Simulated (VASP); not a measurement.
# MoS2 (C2/m) in VASP: a series of runs

Runs on MoS2. Level: PBEsol+D3(BJ). Tasks: single point.

All numbers are computed with VASP 6.6.1; they aren't measurements. Logs are shortened: lines on timing, memory, paths and dates and some standing lists are left out, and cuts for length are marked.

**1. The cell of the first run**

Symmetry: C2/m, No. 12, monoclinic system. Conventional cell: a = 5.148 Å, b = 3.080 Å, c = 6.046 Å, α = 90.00°, β = 106.49°, γ = 90.00°. Mo (site symmetry 2/m) has 6 S at 2.34 to 2.45 Å and 6 Mo at 3.00 to 3.08 Å within 3.1 Å. Within 3.1 Å of S (site symmetry m) lie 3 Mo at 2.34 to 2.45 Å and 8 S at 3.00 to 3.08 Å.

**2. Single point, PBEsol+D3(BJ) (atoms displaced along a vibrational mode, the cell strained)**

The input, INCAR:

```
PREC = Accurate ; ENCUT = 520
EDIFF = 1E-7 ; ISMEAR = 0
SIGMA = 0.15 ; LREAL = False
LASPH = True ; NELM = 100
ALGO = Normal ; ISIF = 2
LWAVE = False ; LCHARG = False
GGA = PS ; IVDW = 12
NBANDS = 20
```

The input, KPOINTS:

```
regular mesh
0
Gamma
  15 15 15
```

The input, POSCAR:

```
MoS2
1.0
    1.5399048573      0.8579472270      5.7970502989
   -1.5399048573      0.8579472270      5.7970502989
    0.0000000000     -1.7158944539      5.7970502989
Mo S
1 2
Direct
    0.0000000000      0.0000000000      0.0000000000
    0.7346701195      0.7346701195      0.8083430658
    0.2653298805      0.2653298805      0.1916569342
```

Potentials or basis: VASP PAW PBE potentials, release 64 (Mo_sv, S).

On the command line:

```console
$ cat potpaw_PBE.64/Mo_sv/POTCAR potpaw_PBE.64/S/POTCAR > POTCAR
$ mpirun -np 1 vasp_std > vasp.out
```

OUTCAR:

```text
PREC = Accurate
   ENCUT = 520
   EDIFF = 1E-7
   ISMEAR = 0
   LREAL = False
   LASPH = True
   NELM = 100
   ISIF = 2
   GGA = PS
   IVDW = 12
 IVDW          = 12

 ion  position               nearest neighbor table
   1  0.000  0.000  0.000-   2 2.34   2 2.34   3 2.34   3 2.34   2 2.45   3 2.45
   2  0.735  0.735  0.808-   1 2.34   1 2.34   1 2.45
   3  0.265  0.265  0.192-   1 2.34   1 2.34   1 2.45

  LATTYP: Found a base centered monoclinic cell.
 ALAT       =     5.1476833618
 B/A-ratio  =     0.5982904344
 C/A-ratio  =     1.1744441690
 COS(beta)  =    -0.2838222047

  Lattice vectors:

 A1 = (   1.5399048573,   2.5738416809,   0.0000000000)
 A2 = (  -1.5399048573,   2.5738416809,   0.0000000000)
 A3 = (   0.0000000000,  -1.7158944539,   5.7970502989)

Analysis of symmetry for initial positions (statically):
=====================================================================
 Subroutine PRICEL returns:
 Original cell was already a primitive cell.

 Routine SETGRP: Setting up the symmetry group for a
 base centered monoclinic supercell.

 Subroutine GETGRP returns: Found  4 space group operations
 (whereof  4 operations were pure point group operations)
 out of a pool of  4 trial point group operations.

The static configuration has the point symmetry C_2h.

Analysis of symmetry for dynamics (positions and initial velocities):
=====================================================================
 Subroutine PRICEL returns:
 Original cell was already a primitive cell.

 Routine SETGRP: Setting up the symmetry group for a
 base centered monoclinic supercell.

 Subroutine GETGRP returns: Found  4 space group operations
 (whereof  4 operations were pure point group operations)
 out of a pool of  4 trial point group operations.

The dynamic configuration has the point symmetry C_2h.

 Subroutine INISYM returns: Found  4 space group operations
 (whereof  4 operations are pure point group operations),
 and found     1 'primitive' translations

----------------------------------------------------------------------------------------

                                     Primitive cell

  volume of cell :      45.9529

  direct lattice vectors                    reciprocal lattice vectors
     1.539904857  0.857947227  5.797050299     0.324695385  0.194262143  0.057500507
    -1.539904857  0.857947227  5.797050299    -0.324695385  0.194262143  0.057500507
     0.000000000 -1.715894454  5.797050299     0.000000000 -0.388524285  0.057500507

  length of vectors
     6.059139591  6.059139591  6.045666708     0.382715536  0.382715536  0.392756195

  position of ions in fractional coordinates (direct lattice)
     0.000000000  0.000000000  0.000000000
     0.734670120  0.734670120  0.808343066
     0.265329880  0.265329880  0.191656934

  ion indices of the primitive-cell ions
   primitive index   ion index
                 1           1
                 2           2
                 3           3

----------------------------------------------------------------------------------------

 KPOINTS: regular mesh

Automatic generation of k-mesh.
 Grid dimensions read from file:
 generate k-points for:   15   15   15

 Generating k-lattice:

  Cartesian coordinates                     Fractional coordinates (reciprocal lattice)
     0.021646359  0.012950810  0.003833367     0.066666667 -0.000000000  0.000000000
    -0.021646359  0.012950810  0.003833367    -0.000000000  0.066666667  0.000000000
     0.000000000 -0.025901619  0.003833367     0.000000000  0.000000000  0.066666667

  Length of vectors
     0.025514369  0.025514369  0.026183746

  Shift w.r.t. Gamma in fractional coordinates (k-lattice)
     0.000000000  0.000000000  0.000000000

 Subroutine IBZKPT returns following result:
 ===========================================

 Found    904 irreducible k-points:

 Following reciprocal coordinates:
            Coordinates               Weight
  0.000000  0.000000  0.000000      1.000000
  0.066667 -0.000000  0.000000      4.000000
  0.133333 -0.000000  0.000000      4.000000
  0.200000 -0.000000 -0.000000      4.000000
  0.266667 -0.000000  0.000000      4.000000
  0.333333 -0.000000 -0.000000      4.000000
[... 16 lines left out ...]
  0.133333  0.133333  0.000000      2.000000
  0.200000  0.133333 -0.000000      4.000000
 [... further k-points ...]
   k-points           NKPTS =    904   k-points in BZ     NKDIM =    904   number of bands    NBANDS=     20
   number of dos      NEDOS =    301   number of ions     NIONS =      3
   total plane-waves  NPLWV = 110592
   dimension x,y,z NGX =    48 NGY =   48 NGZ =   48
   dimension x,y,z NGXF=    96 NGYF=   96 NGZF=   96
   ions per type =               1   2
   NGX,Y,Z   is equivalent  to a cutoff of  13.17, 13.17, 13.20 a.u.
   NGXF,Y,Z  is equivalent  to a cutoff of  26.34, 26.34, 26.40 a.u.
 SYSTEM =  unknown system
   PREC   = accura    normal or accurate (medium, high low for compatibility)
   ISTART =      0    job   : 0-new  1-cont  2-samecut
   ICHARG =      2    charge: 1-file 2-atom 10-const
   ISPIN  =      1    spin polarized calculation?
   LNONCOLLINEAR =      F non collinear calculations
   LSORBIT =      F    spin-orbit coupling
   LASPH  =      T    aspherical Exc in radial PAW
   ENCUT  =  520.0 eV  38.22 Ry    6.18 a.u.  11.27 11.27 11.24*2*pi/ulx,y,z
   NELM   =    100;   NELMIN=  2; NELMDL= -5     # of ELM steps
   EDIFF  = 0.1E-06   stopping-criterion for ELM
   LREAL  =      F    real-space projection
   EDIFFG = 0.1E-05   stopping-criterion for IOM
   NSW    =      0    number of steps for IOM
   IBRION =     -1    ionic relax: 0-MD 1-quasi-New 2-CG
   NFREE  =      0    steps in history (QN), initial steepest desc. (CG)
   ISIF   =      2    stress and relaxation
   ISYM   =      2    0-nonsym 1-usesym 2-fastsym
   POTIM  = 0.5000    time-step for ionic-motion
   TEBEG  =    0.0;   TEEND  =   0.0 temperature during run
   PSTRESS=    0.0 pullay stress
   NELECT =      26.0000    total number of electrons
   NUPDOWN=      -1.0000    fix difference up-down
   EMIN   =  10.00;   EMAX   =-10.00  energy-range for DOS
   EFERMI =   0.00;   METHOD = LEGACY
   ISMEAR =     0;   SIGMA  =   0.15  broadening in eV -4-tet -1-fermi 0-gaus
   EFERMI_NEDOS =   21; number of points for ismear=-14 and -15
   IALGO  =     38    algorithm
   IMIX   =      4    mixing-type and parameters
     AMIX     =   0.40;   BMIX     =  1.00
     AMIX_MAG =   1.60;   BMIX_MAG =  1.00
  volume/ion in A,a.u.               =      15.32       103.37
  Fermi-wavevector in a.u.,A,eV,Ry     =   1.354030  2.558746 24.944891  1.833398
  Thomas-Fermi vector in A             =   2.481236
   LORBIT       =      0    0 simple, 1 ext, 2 COOP (PROOUT), +10 PAW based schemes
   GGA     = PS    functional components
   LHFCALC =     F    Hartree Fock is set to
   AEXX    =    0.0000 exact exchange contribution
   IVDW    =    12    specifies the selected vdW correction
   LEPSILON=     F    determine dielectric tensor
   LRPA    =     F    only Hartree local field effects (RPA)
 non-spin polarized calculation
 Gauss-broadening in eV      SIGMA  =   0.15
  energy-cutoff  :      520.00
  volume of cell :       45.95
 maximum number of plane-waves:      1256
 NGX is ok and might be reduce to    48
   NGX = 23   NGY = 23   NGZ = 23

 number of electron      26.0000000 magnetization

 Free energy of the ion-electron system (eV)
  ---------------------------------------------------
  ext. energy  EPLUGINS =         0.00000000
  ---------------------------------------------------
  free energy    TOTEN  =       -22.39754878 eV

  energy without entropy =      -22.39065486  energy(sigma->0) =      -22.39410182

 E-fermi :   9.6414     XC(G=0): -11.9358

 val. band max:        9.6307184413   @ k =  -0.4667   0.1333   0.3333
 cond. band min:       9.6484393953   @ k =  -0.2000   0.0667   0.4667
 fundamental gap:      0.0177209540
 Fermi energy:         9.6413575770

 k-point     1 :       0.0000    0.0000    0.0000
  band No.  band energies     occupation
      1     -51.8039      2.00000
      2     -26.0419      2.00000
      3     -25.7777      2.00000
      4     -25.6243      2.00000
      5      -6.2008      2.00000
      6      -4.0882      2.00000
[... 12 lines left out ...]
     19      17.5728      0.00000
     20      19.0263      0.00000

 k-point     2 :       0.0667   -0.0000    0.0000
  band No.  band energies     occupation
      1     -51.8008      2.00000
      2     -26.0364      2.00000
      3     -25.7989      2.00000
      4     -25.6361      2.00000
      5      -6.1150      2.00000
      6      -4.0721      2.00000
[... 12 lines left out ...]
     19      17.8071      0.00000
     20      18.9305      0.00000

 k-point     3 :       0.1333   -0.0000    0.0000
  band No.  band energies     occupation
      1     -51.7922      2.00000
      2     -26.0210      2.00000
      3     -25.8637      2.00000
      4     -25.6642      2.00000
      5      -5.8645      2.00000
      6      -4.0233      2.00000
[... 12 lines left out ...]
     19      18.1389      0.00000
     20      18.9813      0.00000

 k-point     4 :       0.2000   -0.0000   -0.0000
  band No.  band energies     occupation
      1     -51.7796      2.00000
      2     -25.9982      2.00000
      3     -25.9660      2.00000
      4     -25.6970      2.00000
      5      -5.4714      2.00000
      6      -3.9389      2.00000
[... 429 lines left out ...]
 k-point    23 :       0.1333    0.1333    0.0000
  band No.  band energies     occupation
      1     -51.7906      2.00000
      2     -26.0203      2.00000
      3     -25.8050      2.00000
      4     -25.7336      2.00000
      5      -5.8342      2.00000
      6      -4.0223      2.00000
[... 12 lines left out ...]
     19      18.1170      0.00000
     20      19.3728      0.00000

 k-point    24 :       0.2000    0.1333   -0.0000
  band No.  band energies     occupation
      1     -51.7821      2.00000
      2     -26.0061      2.00000
      3     -25.8609      2.00000
      4     -25.7658      2.00000
      5      -5.5784      2.00000
      6      -3.9699      2.00000
[... 12 lines left out ...]
     19      18.0191      0.00000
     20      19.3602      0.00000

 [... further k-points ...]

------------------------ aborting loop because EDIFF is reached ----------------------------------------

 Edisp (eV)   -1.29079

 E8    (eV) :    -0.8114

  FORCE on cell =-STRESS in cart. coord.  units (eV):
  Direction    XX          YY          ZZ          XY          YZ          ZX
  --------------------------------------------------------------------------------------
  -------------------------------------------------------------------------------------
  Total       1.98729     2.14927     1.74149     0.00000     2.62511     0.00000
  in kB      69.28803    74.93580    60.71835     0.00000    91.52626     0.00000
  external pressure =       68.31 kB  Pullay stress =        0.00 kB

 VOLUME and BASIS-vectors are now :
 -----------------------------------------------------------------------------
  energy-cutoff  :      520.00
  volume of cell :       45.95
      direct lattice vectors                 reciprocal lattice vectors
     1.539904857  0.857947227  5.797050299     0.324695385  0.194262143  0.057500507
    -1.539904857  0.857947227  5.797050299    -0.324695385  0.194262143  0.057500507
     0.000000000 -1.715894454  5.797050299     0.000000000 -0.388524285  0.057500507

 POSITION                                       TOTAL-FORCE (eV/Angst)
 -----------------------------------------------------------------------------------
      0.00000      0.00000      0.00000         0.000000      0.000000     -0.000000
      0.00000     -0.12641     13.20384         0.000000      0.921816      0.499001
      0.00000      0.12641      4.18731         0.000000     -0.921816     -0.499001
 -----------------------------------------------------------------------------------
    total drift:                               -0.000000      0.000000      0.000000

  FREE ENERGIE OF THE ION-ELECTRON SYSTEM (eV)
  ---------------------------------------------------
  free  energy   TOTEN  =       -23.6883426496 eV

  energy  without entropy=      -23.6814487218  energy(sigma->0) =      -23.68489569
```

It took 20 min on 1 thread of Intel Xeon 6975P-C (Granite Rapids), shared host; peak memory 0.9 GiB.

Results:

* Free energy: -23.6883 eV
* Pressure: 6.8 GPa
* Largest force: 1.048 eV/Å
* Band gap on the k mesh: zero (bands 13 and 14 overlap by 0.50 eV)
* Dispersion energy per atom: -0.430 eV

Forces on the atoms (eV/Å):
```
Mo   0.000  0.000  0.000
S    0.000  0.922  0.499
S    0.000 -0.922 -0.499
```

Caveat: the cell differs from its parent crystal (atoms displaced along a vibrational mode, the cell strained); the cell stands under pressure; the PAW data sets were made with another functional, which shifts forces and pressure a little.

(Part 1 of 2 ends here.)
